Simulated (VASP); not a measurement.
# Ga (I4/mmm) in VASP: notebook

Ga is run at these levels: PBE; tasks: single point, relaxation of cell and atoms.

Program: VASP 6.6.1. These are calculated values, not measurements. Logs are shortened: lines on timing, memory, paths and dates and some standing lists are left out, and cuts for length are marked.

**1. The cell of the first run**

Symmetry: I4/mmm, No. 139, tetragonal system. Conventional cell: a = 2.857 Å, b = 2.857 Å, c = 4.644 Å, α = 90.00°, β = 90.00°, γ = 90.00°. Within 3.8 Å of Ga (site symmetry 4/mmm) lie 12 Ga at 2.86 to 3.08 Å.

**2. Single point, PBE**

INCAR

```
SYSTEM = Ga
PREC     = Accurate       ! precision mode
ENCUT    = 520            ! plane-wave cutoff, eV
EDIFF    = 1E-6           ! SCF threshold, eV
ISMEAR   = 0              ! smearing method
SIGMA    = 0.1            ! smearing width, eV
LREAL    = .FALSE.        ! projectors in reciprocal space
LASPH    = .TRUE.         ! aspherical terms in the spheres
NELM     = 100            ! most SCF steps
ALGO     = Fast           ! electronic algorithm
ISIF     = 2              ! what is computed and relaxed
LWAVE    = .FALSE.        ! write WAVECAR
LCHARG   = .FALSE.        ! write CHGCAR
GGA      = PE             ! functional
NBANDS   = 12             ! bands
```

KPOINTS

```
regular mesh
0
G
  20 20 20
  0 0 0
```

POSCAR

```
Ga
1.0
   -1.4285470209      1.4285470209      2.3220778114
    1.4285470209     -1.4285470209      2.3220778114
    1.4285470209      1.4285470209     -2.3220778114
Ga
1
Direct
    0.0000000000      0.0000000000      0.0000000000
```

Potentials or basis: VASP PAW PBE potentials, release 64 (Ga_d).

The run is started by

```console
cat potpaw_PBE.64/Ga_d/POTCAR > POTCAR
mpirun -np 1 vasp_std > vasp.out
```

OUTCAR:

```text
SYSTEM = Ga
   PREC = Accurate
   ENCUT = 520
   EDIFF = 1E-6
   ISMEAR = 0
   LREAL = .FALSE.
   LASPH = .TRUE.
   NELM = 100
   ISIF = 2
   GGA = PE

 ion  position               nearest neighbor table
   1  0.000  0.000  0.000-

  LATTYP: Found a body centered tetragonal cell.
 ALAT       =     2.8570940418
 C/A-ratio  =     1.6254822399

  Lattice vectors:

 A1 = (  -1.4285470209,   1.4285470209,   2.3220778114)
 A2 = (   1.4285470209,  -1.4285470209,   2.3220778114)
 A3 = (   1.4285470209,   1.4285470209,  -2.3220778114)

Analysis of symmetry for initial positions (statically):
=====================================================================
 Subroutine PRICEL returns:
 Original cell was already a primitive cell.

 Routine SETGRP: Setting up the symmetry group for a
 body centered tetragonal supercell.

 Subroutine GETGRP returns: Found 16 space group operations
 (whereof 16 operations were pure point group operations)
 out of a pool of 16 trial point group operations.

The static configuration has the point symmetry D_4h.

Analysis of symmetry for dynamics (positions and initial velocities):
=====================================================================
 Subroutine PRICEL returns:
 Original cell was already a primitive cell.

 Routine SETGRP: Setting up the symmetry group for a
 body centered tetragonal supercell.

 Subroutine GETGRP returns: Found 16 space group operations
 (whereof 16 operations were pure point group operations)
 out of a pool of 16 trial point group operations.

The dynamic configuration has the point symmetry D_4h.

 Subroutine INISYM returns: Found 16 space group operations
 (whereof 16 operations are pure point group operations),
 and found     1 'primitive' translations

----------------------------------------------------------------------------------------

                                     Primitive cell

  volume of cell :      18.9551

  direct lattice vectors                    reciprocal lattice vectors
    -1.428547021  1.428547021  2.322077811     0.000000000  0.350005980  0.215324395
     1.428547021 -1.428547021  2.322077811     0.350005980  0.000000000  0.215324395
     1.428547021  1.428547021 -2.322077811     0.350005980  0.350005980  0.000000000

  length of vectors
     3.077911393  3.077911393  3.077911393     0.410936468  0.410936468  0.494983204

  position of ions in fractional coordinates (direct lattice)
     0.000000000  0.000000000  0.000000000

  ion indices of the primitive-cell ions
   primitive index   ion index
                 1           1

----------------------------------------------------------------------------------------

 KPOINTS: regular mesh

Automatic generation of k-mesh.
 Grid dimensions read from file:
 generate k-points for:   20   20   20

 Generating k-lattice:

  Cartesian coordinates                     Fractional coordinates (reciprocal lattice)
     0.000000000  0.017500299  0.010766220     0.050000000  0.000000000 -0.000000000
     0.017500299  0.000000000  0.010766220     0.000000000  0.050000000 -0.000000000
     0.017500299  0.017500299  0.000000000     0.000000000  0.000000000  0.050000000

  Length of vectors
     0.020546823  0.020546823  0.024749160

  Shift w.r.t. Gamma in fractional coordinates (k-lattice)
     0.000000000  0.000000000  0.000000000

 Subroutine IBZKPT returns following result:
 ===========================================

 Found    641 irreducible k-points:

 Following reciprocal coordinates:
            Coordinates               Weight
  0.000000  0.000000  0.000000      1.000000
  0.050000  0.000000 -0.000000      8.000000
  0.100000  0.000000  0.000000      8.000000
  0.150000  0.000000  0.000000      8.000000
  0.200000  0.000000  0.000000      8.000000
  0.250000  0.000000 -0.000000      8.000000
[... 16 lines left out ...]
 -0.400000  0.050000  0.000000     16.000000
 -0.350000  0.050000  0.000000     16.000000
 [... further k-points ...]
   k-points           NKPTS =    641   k-points in BZ     NKDIM =    641   number of bands    NBANDS=     12
   number of dos      NEDOS =    301   number of ions     NIONS =      1
   total plane-waves  NPLWV =  13824
   dimension x,y,z NGX =    24 NGY =   24 NGZ =   24
   dimension x,y,z NGXF=    48 NGYF=   48 NGZF=   48
   ions per type =               1
   NGX,Y,Z   is equivalent  to a cutoff of  12.96, 12.96, 12.96 a.u.
   NGXF,Y,Z  is equivalent  to a cutoff of  25.93, 25.93, 25.93 a.u.
 SYSTEM =  Ga
   PREC   = accura    normal or accurate (medium, high low for compatibility)
   ISTART =      0    job   : 0-new  1-cont  2-samecut
   ICHARG =      2    charge: 1-file 2-atom 10-const
   ISPIN  =      1    spin polarized calculation?
   LNONCOLLINEAR =      F non collinear calculations
   LSORBIT =      F    spin-orbit coupling
   LASPH  =      T    aspherical Exc in radial PAW
   ENCUT  =  520.0 eV  38.22 Ry    6.18 a.u.   5.72  5.72  5.72*2*pi/ulx,y,z
   NELM   =    100;   NELMIN=  2; NELMDL= -5     # of ELM steps
   EDIFF  = 0.1E-05   stopping-criterion for ELM
   LREAL  =      F    real-space projection
   EDIFFG = 0.1E-04   stopping-criterion for IOM
   NSW    =      0    number of steps for IOM
   IBRION =     -1    ionic relax: 0-MD 1-quasi-New 2-CG
   NFREE  =      0    steps in history (QN), initial steepest desc. (CG)
   ISIF   =      2    stress and relaxation
   ISYM   =      2    0-nonsym 1-usesym 2-fastsym
   POTIM  = 0.5000    time-step for ionic-motion
   TEBEG  =    0.0;   TEEND  =   0.0 temperature during run
   PSTRESS=    0.0 pullay stress
   NELECT =      13.0000    total number of electrons
   NUPDOWN=      -1.0000    fix difference up-down
   EMIN   =  10.00;   EMAX   =-10.00  energy-range for DOS
   EFERMI =   0.00;   METHOD = LEGACY
   ISMEAR =     0;   SIGMA  =   0.10  broadening in eV -4-tet -1-fermi 0-gaus
   EFERMI_NEDOS =   21; number of points for ismear=-14 and -15
   IALGO  =     68    algorithm
   IMIX   =      4    mixing-type and parameters
     AMIX     =   0.40;   BMIX     =  1.00
     AMIX_MAG =   1.60;   BMIX_MAG =  1.00
  volume/ion in A,a.u.               =      18.96       127.92
  Fermi-wavevector in a.u.,A,eV,Ry     =   1.443712  2.728221 28.358696  2.084305
  Thomas-Fermi vector in A             =   2.562089
   LORBIT       =      0    0 simple, 1 ext, 2 COOP (PROOUT), +10 PAW based schemes
   GGA     = PE    functional components
   LHFCALC =     F    Hartree Fock is set to
   AEXX    =    0.0000 exact exchange contribution
   IVDW    =     0    specifies the selected vdW correction
   LEPSILON=     F    determine dielectric tensor
   LRPA    =     F    only Hartree local field effects (RPA)
 non-spin polarized calculation
 RMM-DIIS sequential band-by-band and
 Gauss-broadening in eV      SIGMA  =   0.10
  energy-cutoff  :      520.00
  volume of cell :       18.96
 maximum number of plane-waves:       525
   NGX = 11   NGY = 11   NGZ = 11

 number of electron      13.0000009 magnetization

 Free energy of the ion-electron system (eV)
  ---------------------------------------------------
  ext. energy  EPLUGINS =         0.00000000
  ---------------------------------------------------
  free energy    TOTEN  =        -2.88957997 eV

  energy without entropy =       -2.88757055  energy(sigma->0) =       -2.88857526

 E-fermi :   5.5256     XC(G=0): -10.9946

 val. band max:        5.5217444358   @ k =  -0.3500   0.3500   0.2000
 cond. band min:       5.5284264676   @ k =   0.3000   0.1500   0.0500
 fundamental gap:      0.0066820318
 Fermi energy:         5.5256436943

 k-point     1 :       0.0000    0.0000    0.0000
  band No.  band energies     occupation
      1      -9.4841      2.00000
      2      -9.3548      2.00000
      3      -9.3493      2.00000
      4      -9.3493      2.00000
      5      -9.2113      2.00000
      6      -5.4985      2.00000
      7      17.5763      0.00000
      8      17.7138      0.00000
      9      17.7138      0.00000
     10      21.2456      0.00000
     11      21.5869      0.00000
     12      22.0466      0.00000

 k-point     2 :       0.0500    0.0000   -0.0000
  band No.  band energies     occupation
      1      -9.4804      2.00000
      2      -9.3546      2.00000
      3      -9.3495      2.00000
      4      -9.3468      2.00000
      5      -9.2131      2.00000
      6      -5.4341      2.00000
      7      16.8578      0.00000
      8      17.3833      0.00000
      9      17.6485      0.00000
     10      20.6902      0.00000
     11      21.6351      0.00000
     12      22.2229      0.00000

 k-point     3 :       0.1000    0.0000    0.0000
  band No.  band energies     occupation
      1      -9.4709      2.00000
      2      -9.3601      2.00000
      3      -9.3434      2.00000
      4      -9.3399      2.00000
      5      -9.2180      2.00000
      6      -5.2402      2.00000
      7      15.1009      0.00000
      8      16.8354      0.00000
      9      17.4860      0.00000
     10      20.1789      0.00000
     11      21.4794      0.00000
     12      22.7116      0.00000
[... 286 lines left out ...]
 k-point    23 :      -0.4000    0.0500    0.0000
  band No.  band energies     occupation
      1      -9.4544      2.00000
      2      -9.4363      2.00000
      3      -9.3296      2.00000
      4      -9.2180      2.00000
      5      -9.1813      2.00000
      6      -1.5318      2.00000
      7       4.5181      2.00000
      8      13.4034      0.00000
      9      16.5850      0.00000
     10      18.0014      0.00000
     11      20.0944      0.00000
     12      22.4879      0.00000

 k-point    24 :      -0.3500    0.0500    0.0000
  band No.  band energies     occupation
      1      -9.4433      2.00000
      2      -9.4299      2.00000
      3      -9.3225      2.00000
      4      -9.2324      2.00000
      5      -9.2063      2.00000
      6      -2.4774      2.00000
      7       6.1543      0.00000
      8      13.6903      0.00000
      9      16.6428      0.00000
     10      18.3379      0.00000
     11      20.5334      0.00000
     12      22.4367      0.00000

 [... further k-points ...]

------------------------ aborting loop because EDIFF is reached ----------------------------------------

  FORCE on cell =-STRESS in cart. coord.  units (eV):
  Direction    XX          YY          ZZ          XY          YZ          ZX
  --------------------------------------------------------------------------------------
  -------------------------------------------------------------------------------------
  Total        0.0028962      0.0028962      0.0023829      0.0000000     -0.0000000      0.0000000
  in kB        0.2447977      0.2447977      0.2014174      0.0000000     -0.0000000      0.0000000
  external PRESSURE =       0.2303376 kB  Pullay stress =       0.0000000 kB

 VOLUME and BASIS-vectors are now :
 -----------------------------------------------------------------------------
  energy-cutoff  :      520.00
  volume of cell :       18.96
      direct lattice vectors                 reciprocal lattice vectors
    -1.428547021  1.428547021  2.322077811     0.000000000  0.350005980  0.215324395
     1.428547021 -1.428547021  2.322077811     0.350005980  0.000000000  0.215324395
     1.428547021  1.428547021 -2.322077811     0.350005980  0.350005980  0.000000000

 POSITION                                       TOTAL-FORCE (eV/Angst)
 -----------------------------------------------------------------------------------
      0.00000      0.00000      0.00000        -0.000000      0.000000      0.000000
 -----------------------------------------------------------------------------------
    total drift:                                0.000000      0.000000     -0.000000

  FREE ENERGIE OF THE ION-ELECTRON SYSTEM (eV)
  ---------------------------------------------------
  free  energy   TOTEN  =        -2.8895799693 eV

  energy  without entropy=       -2.8875705549  energy(sigma->0) =       -2.88857526
```

Wall time 2.3 min (1 thread of Intel Xeon 8259CL, shared host); peak memory 0.25 GiB.

Results:

```
Free energy            : -2.8896 eV
Pressure               : 0.0 GPa
Band gap on the k mesh : zero (an odd number of electrons rules out a gap without spin polarisation)
```

**3. Relaxation of cell and atoms, PBE**

This run uses another cell than the first one, of 17.95 Å³/atom.

INCAR

```
PREC     = Accurate       # precision mode
ENCUT    = 600            # plane-wave cutoff, eV
EDIFF    = 1E-7           # SCF threshold, eV
ISMEAR   = 0              # smearing method
SIGMA    = 0.1            # smearing width, eV
LREAL    = False          # projectors in reciprocal space
LASPH    = True           # aspherical terms in the spheres
NELM     = 100            # most SCF steps
ALGO     = Fast           # electronic algorithm
ISIF     = 3              # what is computed and relaxed
LWAVE    = False          # write WAVECAR
LCHARG   = False          # write CHGCAR
GGA      = PE             # functional
IBRION   = 2              # ionic algorithm
NSW      = 70             # ionic steps
EDIFFG   = -0.005         # ionic threshold
```

KPOINTS

```
Automatic mesh
0
Gamma
  20 20 20
```

POSCAR

```
Ga
1.0
   -1.4068604442      1.4068604442      2.2672300649
    1.4068604442     -1.4068604442      2.2672300649
    1.4068604442      1.4068604442     -2.2672300649
Ga
1
Direct
    0.0000000000      0.0000000000      0.0000000000
```

Potentials or basis: VASP PAW PBE potentials, release 64 (Ga_d).

The run is started by

```console
cat potpaw_PBE.64/Ga_d/POTCAR > POTCAR
mpirun -np 1 vasp_std > vasp.out
```

It took 9.1 min on 1 thread of Intel Xeon 8259CL, shared host; peak memory 0.28 GiB.

It converged, with:

```yaml
Free_energy: -2.8891 eV
Relaxed_volume: 18.96 Å³/atom
Relaxed_cell: a = 3.078 Å, b = 3.078 Å, c = 3.078 Å, α = 124.70°, β = 124.70°, γ = 82.04°
Space_group_after_relaxing_to_0.1_Å: I4/mmm (No. 139)
Energy_gained_by_relaxing: 9.0 meV/atom
Ionic_steps: 7
Pressure_after_relaxing: 0.0 GPa
Band_gap_on_the_k_mesh: zero (an odd number of electrons rules out a gap without spin polarisation)
```

The path:
```csv
step,energy change (eV),largest force (eV/Å),pressure (GPa),volume (Å³)
1,0.0000,0.0000,3.03,17.95
2,-0.0088,0.0000,0.33,18.85
3,-0.0089,0.0000,-0.15,19.00
4,-0.0089,0.0000,0.00,18.95
5,-0.0090,0.0000,0.00,18.95
6,-0.0090,0.0000,0.01,18.96
7,-0.0090,0.0000,-0.01,18.96
```

Final structure:
```
CELL_PARAMETERS angstrom
-1.42861 1.42861 2.32268
1.42861 -1.42861 2.32268
1.42861 1.42861 -2.32268
ATOMIC_POSITIONS crystal
Ga 0.00000 0.00000 0.00000
```

Levels at points of the mesh, in eV from the Fermi level:
```csv
k point,band 2,band 3,band 4,band 5,band 6,band 7,band 8,band 9,band 10
"(0.00, 0.00, 0.00)",-14.88,-14.87,-14.87,-14.74,-11.02,12.05,12.18,12.18,15.72
"(0.50, 0.00, 0.00)",-14.97,-14.86,-14.72,-14.68,-4.90,-3.92,7.88,11.45,11.85
"(0.50, 0.50, 0.00)",-15.03,-14.73,-14.72,-14.61,-1.93,-1.37,3.76,4.85,7.66
"(0.50, 0.50, 0.50)",-15.04,-14.69,-14.69,-14.69,-4.18,-3.50,6.52,6.52,9.69
```

PBE usually gives volumes a little too large and moduli too small. Zero-point motion and thermal expansion aren't in these numbers.
